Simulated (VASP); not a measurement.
BaNa: relaxation of cell and atoms with r2SCAN+D3(BJ)

BaNa:

```
Na Ba
1.0
     4.64500    0.00000    0.00000
     0.00000    4.64500    0.00000
     0.00000    0.00000    4.64500
Na Ba
1 1
Cartesian
  0.0000 0.0000 0.0000
  2.3225 2.3225 2.3225
```

```
Program                : VASP 6.6.1
Task                   : relaxation of cell and atoms
Functional             : r2SCAN
Dispersion             : D3(BJ)
Potentials or basis    : VASP PAW PBE potentials, release 64 (Na_pv, Ba_sv)
Cutoff                 : 600 eV
k mesh                 : 5 × 5 × 5
Occupations            : methfessel-paxton, width 0.1 eV
Spin                   : no spin polarisation
Dipole correction      : no
Further INCAR settings : ALGO = Normal; EDIFF = 1e-07; IBRION = 2; EDIFFG = -0.01; NSW = 60; ISIF = 3
```

The relaxed volume is 52.74 Å³/atom. The relaxed cell is a = 4.725 Å, b = 4.725 Å, c = 4.725 Å, α = 90.00°, β = 90.00°, γ = 90.00°. The space group after relaxing (to 0.05 Å) is Pm-3m (No. 221), the energy gained by relaxing is 2.9 meV/atom and the ionic steps are 4. The pressure after relaxing is 0.0 GPa and the dispersion energy per atom is -0.078 eV.

The path:
```tsv
step	energy change (eV)	largest force (eV/Å)	pressure (GPa)	volume (Å³)
1	0.0000	0.0000	0.42	100.22
2	-0.0037	0.0000	0.24	102.12
3	-0.0058	0.0000	0.03	105.00
4	-0.0058	0.0000	0.01	105.47
```

Final structure:
```
Na Ba
1.0
     4.72475    0.00000    0.00000
     0.00000    4.72475    0.00000
     0.00000    0.00000    4.72475
Na Ba
1 1
Direct
  0.00000 0.00000 0.00000
  0.50000 0.50000 0.50000
```

Levels at points of the mesh, in eV from the Fermi level:
```tsv
k point	band 6	band 7	band 8	band 9	band 10	band 11
(0.00, 0.00, 0.00)	-14.94	-14.94	-3.08	0.45	0.45	3.47
```

Wall time 2.4 min on 1 thread of Intel(R) Xeon(R) 6975P-C (Granite Rapids), with other jobs on the host, peak memory 0.27 GiB.

Caveat: the PAW data sets were made with another functional, which shifts forces and pressure a little; spin-orbit coupling is left out, which moves the levels of the heavy elements; pairwise dispersion overbinds metals, which lowers pressure and volume.
